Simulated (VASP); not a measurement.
# BiTe (P-6m2) in VASP: notebook

BiTe is run at these levels: PBE; tasks: single point.

Program: VASP 6.6.1. These are calculated values, not measurements. Logs are shortened: lines on timing, memory, paths and dates and some standing lists are left out, and cuts for length are marked.

### Step 1. The cell of the first run

The structure is hexagonal, space group P-6m2 (No. 187). Conventional cell: a = 4.039 Å, b = 4.039 Å, c = 4.429 Å, α = 90.00°, β = 90.00°, γ = 120.00°. Bi (site symmetry -6m2) has 6 Te at 3.22 Å and 6 Bi at 4.04 Å within 4.2 Å. Within 4.2 Å of Te (site symmetry -6m2) lie 6 Bi at 3.22 Å and 6 Te at 4.04 Å.

### Step 2. Single point, PBE (volume scaled by 0.945)

INCAR

```
PREC = Accurate
ENCUT = 500
EDIFF = 1E-6
ISMEAR = 0
SIGMA = 0.05
LREAL = F
LASPH = T
NELM = 120
ALGO = Normal
ISIF = 2
LWAVE = F
LCHARG = F
GGA = PE
NBANDS = 18
GGA_COMPAT = F
```

KPOINTS

```
regular mesh
0
Gamma
  10 10 8
```

POSCAR

```
BiTe
1.0
    4.0394013514      0.0000000000      0.0000000000
   -2.0197006757      3.4982241863      0.0000000000
    0.0000000000      0.0000000000      4.4286957600
Bi Te
1 1
Direct
    0.0000000000      0.0000000000      0.0000000000
    0.6666666667      0.3333333333      0.5000000000
```

Potentials or basis: VASP PAW PBE potentials, release 64 (Bi_d, Te).

The run is started by

```sh
$ cat potpaw_PBE.64/Bi_d/POTCAR potpaw_PBE.64/Te/POTCAR > POTCAR
$ mpirun -np 1 vasp_std > vasp.out
```

OUTCAR:

```text
PREC = Accurate
   ENCUT = 500
   EDIFF = 1E-6
   ISMEAR = 0
   LREAL = F
   LASPH = T
   NELM = 120
   ISIF = 2
   GGA = PE

 ion  position               nearest neighbor table
   1  0.000  0.000  0.000-   2 3.22   2 3.22   2 3.22   2 3.22   2 3.22   2 3.22
   2  0.667  0.333  0.500-   1 3.22   1 3.22   1 3.22   1 3.22   1 3.22   1 3.22

  LATTYP: Found a hexagonal cell.
 ALAT       =     4.0394013514
 C/A-ratio  =     1.0963742829

  Lattice vectors:

 A1 = (   4.0394013514,   0.0000000000,   0.0000000000)
 A2 = (  -2.0197006757,   3.4982241863,   0.0000000000)
 A3 = (   0.0000000000,   0.0000000000,   4.4286957600)

Analysis of symmetry for initial positions (statically):
=====================================================================
 Subroutine PRICEL returns:
 Original cell was already a primitive cell.

 Routine SETGRP: Setting up the symmetry group for a
 hexagonal supercell.

 Subroutine GETGRP returns: Found 12 space group operations
 (whereof 12 operations were pure point group operations)
 out of a pool of 24 trial point group operations.

The static configuration has the point symmetry D_3h.

Analysis of symmetry for dynamics (positions and initial velocities):
=====================================================================
 Subroutine PRICEL returns:
 Original cell was already a primitive cell.

 Routine SETGRP: Setting up the symmetry group for a
 hexagonal supercell.

 Subroutine GETGRP returns: Found 12 space group operations
 (whereof 12 operations were pure point group operations)
 out of a pool of 24 trial point group operations.

The dynamic configuration has the point symmetry D_3h.

 Subroutine INISYM returns: Found 12 space group operations
 (whereof 12 operations are pure point group operations),
 and found     1 'primitive' translations

----------------------------------------------------------------------------------------

                                     Primitive cell

  volume of cell :      62.5807

  direct lattice vectors                    reciprocal lattice vectors
     4.039401351  0.000000000  0.000000000     0.247561436  0.142929662  0.000000000
    -2.019700676  3.498224186  0.000000000     0.000000000  0.285859324  0.000000000
     0.000000000  0.000000000  4.428695760     0.000000000  0.000000000  0.225800112

  length of vectors
     4.039401351  4.039401351  4.428695760     0.285859324  0.285859324  0.225800112

  position of ions in fractional coordinates (direct lattice)
     0.000000000  0.000000000  0.000000000
     0.666666667  0.333333333  0.500000000

  ion indices of the primitive-cell ions
   primitive index   ion index
                 1           1
                 2           2

----------------------------------------------------------------------------------------

 KPOINTS: regular mesh

Automatic generation of k-mesh.
 Grid dimensions read from file:
 generate k-points for:   10   10    8

 Generating k-lattice:

  Cartesian coordinates                     Fractional coordinates (reciprocal lattice)
     0.024756144  0.014292966  0.000000000     0.100000000  0.000000000  0.000000000
     0.000000000  0.028585932  0.000000000     0.000000000  0.100000000  0.000000000
     0.000000000  0.000000000  0.028225014     0.000000000  0.000000000  0.125000000

  Length of vectors
     0.028585932  0.028585932  0.028225014

  Shift w.r.t. Gamma in fractional coordinates (k-lattice)
     0.000000000  0.000000000  0.000000000

 Subroutine IBZKPT returns following result:
 ===========================================

 Found     70 irreducible k-points:

 Following reciprocal coordinates:
            Coordinates               Weight
  0.000000  0.000000  0.000000      1.000000
  0.100000  0.000000  0.000000      6.000000
  0.200000  0.000000  0.000000      6.000000
  0.300000  0.000000  0.000000      6.000000
  0.400000  0.000000  0.000000      6.000000
  0.500000  0.000000  0.000000      3.000000
[... 16 lines left out ...]
  0.300000  0.100000  0.125000     24.000000
  0.400000  0.100000  0.125000     24.000000
 [... further k-points ...]
   k-points           NKPTS =     70   k-points in BZ     NKDIM =     70   number of bands    NBANDS=     18
   number of dos      NEDOS =    301   number of ions     NIONS =      2
   total plane-waves  NPLWV =  28800
   dimension x,y,z NGX =    30 NGY =   30 NGZ =   32
   dimension x,y,z NGXF=    60 NGYF=   60 NGZF=   64
   ions per type =               1   1
   NGX,Y,Z   is equivalent  to a cutoff of  12.35, 12.35, 12.01 a.u.
   NGXF,Y,Z  is equivalent  to a cutoff of  24.69, 24.69, 24.02 a.u.
 SYSTEM =  unknown system
   PREC   = accura    normal or accurate (medium, high low for compatibility)
   ISTART =      0    job   : 0-new  1-cont  2-samecut
   ICHARG =      2    charge: 1-file 2-atom 10-const
   ISPIN  =      1    spin polarized calculation?
   LNONCOLLINEAR =      F non collinear calculations
   LSORBIT =      F    spin-orbit coupling
   LASPH  =      T    aspherical Exc in radial PAW
   ENCUT  =  500.0 eV  36.75 Ry    6.06 a.u.   7.36  7.36  8.07*2*pi/ulx,y,z
   NELM   =    120;   NELMIN=  2; NELMDL= -5     # of ELM steps
   EDIFF  = 0.1E-05   stopping-criterion for ELM
   LREAL  =      F    real-space projection
   EDIFFG = 0.1E-04   stopping-criterion for IOM
   NSW    =      0    number of steps for IOM
   IBRION =     -1    ionic relax: 0-MD 1-quasi-New 2-CG
   NFREE  =      0    steps in history (QN), initial steepest desc. (CG)
   ISIF   =      2    stress and relaxation
   ISYM   =      2    0-nonsym 1-usesym 2-fastsym
   POTIM  = 0.5000    time-step for ionic-motion
   TEBEG  =    0.0;   TEEND  =   0.0 temperature during run
   PSTRESS=    0.0 pullay stress
   NELECT =      21.0000    total number of electrons
   NUPDOWN=      -1.0000    fix difference up-down
   EMIN   =  10.00;   EMAX   =-10.00  energy-range for DOS
   EFERMI =   0.00;   METHOD = LEGACY
   ISMEAR =     0;   SIGMA  =   0.05  broadening in eV -4-tet -1-fermi 0-gaus
   EFERMI_NEDOS =   21; number of points for ismear=-14 and -15
   IALGO  =     38    algorithm
   IMIX   =      4    mixing-type and parameters
     AMIX     =   0.40;   BMIX     =  1.00
     AMIX_MAG =   1.60;   BMIX_MAG =  1.00
  volume/ion in A,a.u.               =      31.29       211.16
  Fermi-wavevector in a.u.,A,eV,Ry     =   1.137630  2.149809 17.608693  1.294202
  Thomas-Fermi vector in A             =   2.274335
   LORBIT       =      0    0 simple, 1 ext, 2 COOP (PROOUT), +10 PAW based schemes
   GGA     = PE    functional components
   LHFCALC =     F    Hartree Fock is set to
   AEXX    =    0.0000 exact exchange contribution
   IVDW    =     0    specifies the selected vdW correction
   LEPSILON=     F    determine dielectric tensor
   LRPA    =     F    only Hartree local field effects (RPA)
 non-spin polarized calculation
 Gauss-broadening in eV      SIGMA  =   0.05
  energy-cutoff  :      500.00
  volume of cell :       62.58
 maximum number of plane-waves:      1636
 NGX is ok and might be reduce to    30
   NGX = 15   NGY = 15   NGZ = 17

 number of electron      20.9999994 magnetization

 Free energy of the ion-electron system (eV)
  ---------------------------------------------------
  ext. energy  EPLUGINS =         0.00000000
  ---------------------------------------------------
  free energy    TOTEN  =        -6.99175006 eV

  energy without entropy =       -6.98969670  energy(sigma->0) =       -6.99072338

 E-fermi :   7.4496     XC(G=0):  -9.8492

 val. band max:        7.4427097435   @ k =   0.4000   0.2000   0.2500
 cond. band min:       7.5270582221   @ k =   0.3000   0.1000   0.0000
 fundamental gap:      0.0843484786
 Fermi energy:         7.4495858905

 k-point     1 :       0.0000    0.0000    0.0000
  band No.  band energies     occupation
      1     -15.8192      2.00000
      2     -15.7877      2.00000
      3     -15.7877      2.00000
      4     -15.7846      2.00000
      5     -15.7846      2.00000
      6      -6.3556      2.00000
[... 10 lines left out ...]
     17      15.8461      0.00000
     18      17.0243      0.00000

 k-point     2 :       0.1000    0.0000    0.0000
  band No.  band energies     occupation
      1     -15.8176      2.00000
      2     -15.7893      2.00000
      3     -15.7880      2.00000
      4     -15.7848      2.00000
      5     -15.7814      2.00000
      6      -6.2524      2.00000
[... 10 lines left out ...]
     17      15.7287      0.00000
     18      16.8105      0.00000

 k-point     3 :       0.2000    0.0000    0.0000
  band No.  band energies     occupation
      1     -15.8139      2.00000
      2     -15.7935      2.00000
      3     -15.7889      2.00000
      4     -15.7849      2.00000
      5     -15.7730      2.00000
      6      -5.9486      2.00000
[... 10 lines left out ...]
     17      16.1655      0.00000
     18      16.3761      0.00000

 k-point     4 :       0.3000    0.0000    0.0000
  band No.  band energies     occupation
      1     -15.8107      2.00000
      2     -15.7986      2.00000
      3     -15.7900      2.00000
      4     -15.7836      2.00000
      5     -15.7626      2.00000
      6      -5.4691      2.00000
[... 10 lines left out ...]
     17      16.0678      0.00000
     18      16.3630      0.00000

 k-point     5 :       0.4000    0.0000    0.0000
  band No.  band energies     occupation
      1     -15.8095      2.00000
      2     -15.8028      2.00000
      3     -15.7909      2.00000
      4     -15.7813      2.00000
      5     -15.7542      2.00000
      6      -4.8912      2.00000
[... 10 lines left out ...]
     17      16.4978      0.00000
     18      16.8322      0.00000

 k-point     6 :       0.5000    0.0000    0.0000
  band No.  band energies     occupation
      1     -15.8094      2.00000
      2     -15.8044      2.00000
      3     -15.7912      2.00000
      4     -15.7801      2.00000
      5     -15.7510      2.00000
      6      -4.5370      2.00000
[... 10 lines left out ...]
     17      16.4454      0.00000
     18      18.5632      0.00000

 k-point     7 :       0.1000    0.1000    0.0000
  band No.  band energies     occupation
      1     -15.8148      2.00000
      2     -15.7921      2.00000
      3     -15.7887      2.00000
      4     -15.7850      2.00000
      5     -15.7757      2.00000
      6      -6.0486      2.00000
[... 10 lines left out ...]
     17      15.7409      0.00000
     18      15.9645      0.00000

 k-point     8 :       0.2000    0.1000    0.0000
  band No.  band energies     occupation
      1     -15.8108      2.00000
      2     -15.7965      2.00000
      3     -15.7900      2.00000
      4     -15.7844      2.00000
      5     -15.7668      2.00000
      6      -5.6548      2.00000
[... 10 lines left out ...]
     17      16.2701      0.00000
     18      17.2869      0.00000
[... 229 lines left out ...]
     17      16.9136      0.00000
     18      17.8356      0.00000

 k-point    20 :       0.5000    0.0000    0.1250
  band No.  band energies     occupation
      1     -15.8080      2.00000
      2     -15.8057      2.00000
      3     -15.7920      2.00000
      4     -15.7793      2.00000
      5     -15.7509      2.00000
      6      -4.4479      2.00000
[... 10 lines left out ...]
     17      17.7322      0.00000
     18      18.6377      0.00000

 k-point    21 :       0.1000    0.1000    0.1250
  band No.  band energies     occupation
      1     -15.8129      2.00000
      2     -15.7929      2.00000
      3     -15.7894      2.00000
      4     -15.7848      2.00000
      5     -15.7755      2.00000
      6      -5.9354      2.00000
[... 10 lines left out ...]
     17      15.8960      0.00000
     18      16.7626      0.00000

 k-point    22 :       0.2000    0.1000    0.1250
  band No.  band energies     occupation
      1     -15.8090      2.00000
      2     -15.7975      2.00000
      3     -15.7907      2.00000
      4     -15.7842      2.00000
      5     -15.7667      2.00000
      6      -5.5455      2.00000
[... 10 lines left out ...]
     17      16.3601      0.00000
     18      16.8437      0.00000

 k-point    23 :       0.3000    0.1000    0.1250
  band No.  band energies     occupation
      1     -15.8065      2.00000
      2     -15.8020      2.00000
      3     -15.7920      2.00000
      4     -15.7817      2.00000
      5     -15.7583      2.00000
      6      -5.0103      2.00000
[... 10 lines left out ...]
     17      16.3791      0.00000
     18      17.8269      0.00000

 k-point    24 :       0.4000    0.1000    0.1250
  band No.  band energies     occupation
      1     -15.8059      2.00000
      2     -15.8048      2.00000
      3     -15.7929      2.00000
      4     -15.7791      2.00000
      5     -15.7534      2.00000
      6      -4.4791      2.00000
[... 10 lines left out ...]
     17      16.7239      0.00000
     18      18.4264      0.00000

 [... further k-points ...]
[... 5 lines left out ...]
  --------------------------------------------------------------------------------------
  -------------------------------------------------------------------------------------
  Total        1.0109832      1.0109832      1.0550025      0.0000000     -0.0000000      0.0000000
  in kB       25.8829661     25.8829661     27.0099381      0.0000000     -0.0000000      0.0000000
  external PRESSURE =      26.2586234 kB  Pullay stress =       0.0000000 kB

 VOLUME and BASIS-vectors are now :
 -----------------------------------------------------------------------------
  energy-cutoff  :      500.00
  volume of cell :       62.58
      direct lattice vectors                 reciprocal lattice vectors
     4.039401351  0.000000000  0.000000000     0.247561436  0.142929662  0.000000000
    -2.019700676  3.498224186  0.000000000     0.000000000  0.285859324  0.000000000
     0.000000000  0.000000000  4.428695760     0.000000000  0.000000000  0.225800112

 POSITION                                       TOTAL-FORCE (eV/Angst)
 -----------------------------------------------------------------------------------
      0.00000      0.00000      0.00000         0.000000      0.000000      0.000000
      2.01970      1.16607      2.21435        -0.000000      0.000000      0.000000
 -----------------------------------------------------------------------------------
    total drift:                               -0.000000      0.000000      0.000000

  FREE ENERGIE OF THE ION-ELECTRON SYSTEM (eV)
  ---------------------------------------------------
  free  energy   TOTEN  =        -6.9917500556 eV

  energy  without entropy=       -6.9896967045  energy(sigma->0) =       -6.99072338
```

Run time: 52 s. Hardware: 1 thread of Intel Xeon Platinum 8488C (Sapphire Rapids), shared host; peak memory 0.22 GiB.

What came out:

```
Free energy : -6.9918 eV
Pressure    : 2.6 GPa
```

Levels at points of the mesh, in eV from the Fermi level:
| k point | band 8 | band 9 | band 10 | band 11 | band 12 | band 13 |
| --- | --- | --- | --- | --- | --- | --- |
| (0.00, 0.00, 0.00) | -4.27 | -1.31 | -1.31 | 1.97 | 1.97 | 3.32 |
| (0.50, 0.00, 0.00) | -3.44 | -2.90 | -2.28 | -0.43 | 0.25 | 3.16 |
| (0.00, 0.00, 0.50) | -0.54 | -0.46 | -0.46 | 0.61 | 1.32 | 1.32 |
| (0.50, 0.00, 0.50) | -5.29 | -5.29 | -1.36 | -0.13 | 1.43 | 1.73 |

Caveat: the cell differs from its parent crystal (volume scaled by 0.945); spin-orbit coupling is left out, which moves the levels of the heavy elements.

### Step 3. Single point, PBE (volume scaled by 0.960)

INCAR

```
PREC = Accurate ; ENCUT = 500
EDIFF = 1E-6 ; ISMEAR = 0
SIGMA = 0.05 ; LREAL = False
LASPH = True ; NELM = 120
ALGO = Normal ; ISIF = 2
LWAVE = False ; LCHARG = False
GGA = PE ; NBANDS = 18
GGA_COMPAT = False
```

KPOINTS

```
Automatic mesh
0
Gamma
  10 10 8
```

POSCAR

```
BiTe
1.0
    4.0702133834      0.0000000000      0.0000000000
   -2.0351066917      3.5249081888      0.0000000000
    0.0000000000      0.0000000000      4.4311344519
Bi Te
1 1
Direct
    0.0000000000      0.0000000000      0.0000000000
    0.6666666667      0.3333333333      0.5000000000
```

Potentials or basis: VASP PAW PBE potentials, release 64 (Bi_d, Te).

The run is started by

```sh
$ cat potpaw_PBE.64/Bi_d/POTCAR potpaw_PBE.64/Te/POTCAR > POTCAR
$ mpirun -np 1 vasp_std > vasp.out
```

Wall time 52 s (1 thread of Intel Xeon Platinum 8488C (Sapphire Rapids), shared host); peak memory 0.22 GiB.

The run converged. Its results:

* Free energy: -7.0057 eV
* Pressure: 1.8 GPa

Levels at points of the mesh, in eV from the Fermi level:
| k point | band 7 | band 8 | band 9 | band 10 | band 11 | band 12 | band 13 | band 14 |
| --- | --- | --- | --- | --- | --- | --- | --- | --- |
| (0.00, 0.00, 0.00) | -8.45 | -4.18 | -1.36 | -1.36 | 1.89 | 1.89 | 3.31 | 4.56 |
| (0.50, 0.00, 0.00) | -10.43 | -3.41 | -2.90 | -2.24 | -0.39 | 0.26 | 3.18 | 3.19 |
| (0.00, 0.00, 0.50) | -11.90 | -0.62 | -0.51 | -0.51 | 0.51 | 1.25 | 1.25 | 6.66 |
| (0.50, 0.00, 0.50) | -10.75 | -5.22 | -5.22 | -1.38 | -0.15 | 1.40 | 1.69 | 7.77 |

Caveat: the cell differs from its parent crystal (volume scaled by 0.960); spin-orbit coupling is left out, which moves the levels of the heavy elements.

### Step 4. Single point, PBE (volume scaled by 0.980)

INCAR

```
  PREC = Accurate
  ENCUT = 500
  EDIFF = 1E-6
  ISMEAR = 0
  SIGMA = 0.05
  LREAL = False
  LASPH = True
  NELM = 120
  ALGO = Normal
  ISIF = 2
  LWAVE = False
  LCHARG = False
  GGA = PE
  NBANDS = 18
  GGA_COMPAT = False
```

KPOINTS is that of step 3.

POSCAR

```
BiTe
1.0
    4.1093787944      0.0000000000      0.0000000000
   -2.0546893972      3.5588264297      0.0000000000
    0.0000000000      0.0000000000      4.4376370151
Bi Te
1 1
Direct
    0.0000000000      0.0000000000      0.0000000000
    0.6666666667      0.3333333333      0.5000000000
```

The run is started by

```sh
$ cat potpaw_PBE.64/Bi_d/POTCAR potpaw_PBE.64/Te/POTCAR > POTCAR
$ mpirun -np 1 vasp_std > vasp.out
```

It took 47 s on 1 thread of Intel Xeon Platinum 8488C (Sapphire Rapids), shared host; peak memory 0.22 GiB.

It converged, with:

* Free energy: -7.0169 eV
* Pressure: 0.8 GPa

Levels at points of the mesh, in eV from the Fermi level:
```csv
k point,band 7,band 8,band 9,band 10,band 11,band 12,band 13,band 14
"(0.00, 0.00, 0.00)",-8.50,-4.06,-1.41,-1.41,1.80,1.80,3.29,4.41
"(0.50, 0.00, 0.00)",-10.42,-3.37,-2.90,-2.19,-0.35,0.27,3.10,3.20
"(0.00, 0.00, 0.50)",-11.82,-0.72,-0.57,-0.57,0.40,1.16,1.16,6.60
"(0.50, 0.00, 0.50)",-10.74,-5.13,-5.13,-1.40,-0.18,1.36,1.66,7.71
```

Caveat: the cell differs from its parent crystal (volume scaled by 0.980); spin-orbit coupling is left out, which moves the levels of the heavy elements.

### Step 5. Single point, PBE

This run uses another cell than the first one, of 33.11 Å³/atom, 1.058 times its volume.

INCAR

```
SYSTEM = BiTe
PREC = Accurate
ENCUT = 500
EDIFF = 1E-6
ISMEAR = 0
SIGMA = 0.05
LREAL = .FALSE.
LASPH = .TRUE.
NELM = 120
ALGO = Normal
ISIF = 2
LWAVE = .FALSE.
LCHARG = .TRUE.
GGA = PE
LELF = .TRUE.
LVHAR = .TRUE.
NBANDS = 18
GGA_COMPAT = .FALSE.
```

KPOINTS

```
Automatic mesh
0
G
  10 10 8
  0 0 0
```

POSCAR

```
BiTe
1.0
    4.1497576262      0.0000000000      0.0000000000
   -2.0748788131      3.5937955239      0.0000000000
    0.0000000000      0.0000000000      4.4405072890
Bi Te
1 1
Direct
    0.0000000000      0.0000000000      0.0000000000
    0.6666666667      0.3333333333      0.5000000000
```

The run is started by

```sh
$ cat potpaw_PBE.64/Bi_d/POTCAR potpaw_PBE.64/Te/POTCAR > POTCAR
$ mpirun -np 1 vasp_std > vasp.out
```

Run time: 64 s. Hardware: 1 thread of Intel Xeon Platinum 8488C (Sapphire Rapids), shared host; peak memory 0.23 GiB.

Results (log left out):

```yaml
Free_energy: -7.0204 eV
Pressure: 0.0 GPa
```

Levels at points of the mesh, in eV from the Fermi level:
```
           k point  band 8  band 9  band 10  band 11  band 12  band 13
(0.00, 0.00, 0.00)   -3.94   -1.47    -1.47     1.71     1.71     3.28
(0.50, 0.00, 0.00)   -3.33   -2.91    -2.13    -0.31     0.28     3.02
(0.00, 0.00, 0.50)   -0.82   -0.63    -0.63     0.28     1.06     1.06
(0.50, 0.00, 0.50)   -5.04   -5.04    -1.42    -0.21     1.33     1.61
```

Caveat: spin-orbit coupling is left out, which moves the levels of the heavy elements.

(Part 1 of 2 ends here.)
